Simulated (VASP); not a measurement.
Write the native input for VASP 6.6.1 that does the following.

- Task: relaxation of cell and atoms
- Functional: PBE
- Potentials or basis: VASP PAW PBE potentials, release 64 (B, Ru_pv, Pd)
- Cutoff: 600 eV
- k mesh: 12 × 12 × 2
- Occupations: gaussian, width 0.2 eV
- Spin: no spin polarisation
- Dipole correction: no
- Further INCAR settings: ALGO = Normal; EDIFF = 1e-06; IBRION = 2; EDIFFG = -0.025; NSW = 80; ISIF = 3

The structure of B4PdRu2 lies in POSCAR:

```
B4PdRu2
1.0
    2.9524702042     -0.0086886787     -0.0034381130
   -1.4837597185      2.5195970536     -0.0180582807
   -0.0114162608     -0.0758299771      9.4899415991
B Ru Pd
4 2 1
Direct
    0.3545311825      0.6199845476      0.5219463757
    0.6062475860      0.3482412467      0.6335598843
    0.6507478454      0.3295298724      0.1449833611
    0.2745695361      0.6400285812      0.2433162366
    0.6914056939      0.2921225279      0.3750686530
    0.3772425729      0.7250892236      0.0133224202
    0.0452555832      0.0450040006      0.7708030690
```

One way to write it, as run:

INCAR

```
ALGO = Normal
EDIFF = 1E-6
EDIFFG = -0.025
ENCUT = 600
GGA = PE
IBRION = 2
ISIF = 3
ISMEAR = 0
LASPH = T
LCHARG = F
LREAL = F
LWAVE = F
NELM = 100
NSW = 80
PREC = Accurate
SIGMA = 0.2
```

KPOINTS

```
k-points
0
Gamma
  12 12 2
```

Potentials or basis: VASP PAW PBE potentials, release 64 (B, Ru_pv, Pd).

The run is started by

```bash
$ cat potpaw_PBE.64/B/POTCAR potpaw_PBE.64/Ru_pv/POTCAR potpaw_PBE.64/Pd/POTCAR > POTCAR
$ mpirun -np 1 vasp_std > vasp.out
```

Results of the run:

```
Relaxed volume                        : 9.95 Å³/atom
Relaxed cell                          : a = 2.896 Å, b = 2.894 Å, c = 9.591 Å, α = 90.00°, β = 89.99°, γ = 119.99°
Space group after relaxing (to 0.1 Å) : P3m1 (No. 156)
Energy gained by relaxing             : 242.5 meV/atom
Ionic steps                           : 24
Pressure after relaxing               : 0.0 GPa
Largest force after relaxing          : 0.020 eV/Å
Band gap on the k mesh                : zero (bands 25 and 26 overlap by 1.82 eV)
```

Wall time 2 h on 1 thread of Intel(R) Xeon(R) Platinum 8259CL CPU @ 2.50GHz (Skylake/Cascade Lake) (shared host), peak memory 0.5 GiB.
